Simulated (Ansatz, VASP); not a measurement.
**Two plane-wave programs on As**

```
As
1.0
     4.56640    0.00000    0.00000
    -2.28320    3.95462    0.00000
     0.00000    0.00000    2.83374
As
2
Direct
  0.33333 0.66667 0.00000
  0.66667 0.33333 0.00000
```

Alike in both runs: task single point; functional PBE-based screened hybrid; k mesh 4 × 4 × 5; occupations fermi-dirac, width 0.05 eV; no spin polarisation.

```csv
,VASP,Ansatz
version,VASP 6.6.1,Ansatz 0.2.0
potentials or method,"VASP PAW PBE potentials, release 64 (As)",Ansatz PAW
plane-wave cutoff (eV),520,420
valence electrons in the cell,10,30
```

|  | VASP | Ansatz | Ansatz less VASP |
| --- | --- | --- | --- |
| gap on the k mesh at the Fermi level (eV) | none | none | - |
| pressure (GPa) | -2.6 | -2.4 | +0.23 |
| traceless stress, the component that is largest in VASP (GPa) | 5.81 | 5.86 | +0.051 |

VASP's potentials were made for PBE, not for PBE-based screened hybrid. A gap of «none» marks a metal or a gap that the smearing closes. VASP's potentials hold 10 valence electrons a cell and Ansatz's 30, so a difference there can come from the potentials and not from the codes.

The k mesh is coarse, so the values compare programs but aren't converged.
